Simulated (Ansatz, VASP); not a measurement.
## Two plane-wave programs on Rb3Pt

File INCAR:

```
SYSTEM = Rb3Pt
ALGO = Normal
EDIFF = 1E-6
ENCUT = 500
GGA = PE
GGA_COMPAT = .False.
ISIF = 2
ISMEAR = 1
IVDW = 13
LASPH = .True.
LCHARG = .False.
LDAU = .True.
LDAUJ = 0 0
LDAUL = -1 2
LDAUPRINT = 1
LDAUTYPE = 2
LDAUU = 0 0.54
LMAXMIX = 4
LREAL = .False.
LWAVE = .False.
NBANDS = 26
NELM = 200
PREC = Accurate
SIGMA = 0.13605693122994
```

The input KPOINTS:

```
k-points
0
Gamma
  1 1 1
  0 0 0
```

Contents of POSCAR:

```
Rb3Pt
1.0
    5.4987900000      0.0000000000      0.0000000000
    0.0000000000      5.4987900000      0.0000000000
    0.0000000000      0.0000000000      5.4987900000
Rb Pt
3 1
Direct
    0.0000000000      0.0000000000      0.5000000000
    0.0000000000      0.5000000000      0.0000000000
    0.5000000000      0.0000000000      0.0000000000
    0.5000000000      0.5000000000      0.5000000000
```

Input for Ansatz:

```yaml
crystal:
  lattice:
    - [5.49879, 0.0, 0.0]
    - [0.0, 5.49879, 0.0]
    - [0.0, 0.0, 5.49879]
  atoms:
    - { symbol: Rb, position: [0.0, 0.0, 0.5] }
    - { symbol: Rb, position: [0.0, 0.5, 0.0] }
    - { symbol: Rb, position: [0.5, 0.0, 0.0] }
    - { symbol: Pt, position: [0.5, 0.5, 0.5] }
basis: {}
kpoints:
  mp_grid: { grid: [1, 1, 1] }
hamiltonian:
  xc: pbe
  hubbard: { sites: [{ species: Pt, l: d, u_eff: 0.54 }], projectors: atomic }
  dispersion: d4
  pseudopotentials: { kind: paw, source: ansatz }
scf:
  occupations: { method: cold, width: "0.01 Ry" }
output:
  forces: true
  stress: true
  eigenvalues: true
```

Alike in both runs: task single point; functional PBE; dispersion D4; k mesh 1 × 1 × 1; no spin polarisation; Hubbard terms Pt d U = 0.54 eV.

|  | VASP | Ansatz |
| --- | --- | --- |
| version | VASP 6.6.1 | Ansatz 0.2.0 |
| potentials or method | VASP PAW PBE potentials, release 64 (Rb_sv, Pt) | scalar-relativistic, plane waves, PAW (harder set) |
| plane-wave cutoff (eV) | 500 | 570 |
| occupations | methfessel-paxton of order 1, width 0.136057 eV | cold |
| valence electrons in the cell | 37 | 45 |

```tsv
	VASP	Ansatz	Ansatz less VASP
pressure (GPa)	-4.9	-4.9	-0.02
```

The programs project onto different local orbitals, so the same U acts differently, and such runs can settle in different states. VASP's potentials hold 37 valence electrons a cell and Ansatz's 45, so a difference there can come from the potentials and not from the codes.

The k mesh is coarse, so the values compare programs but aren't converged. Neither program's run includes spin-orbit coupling.
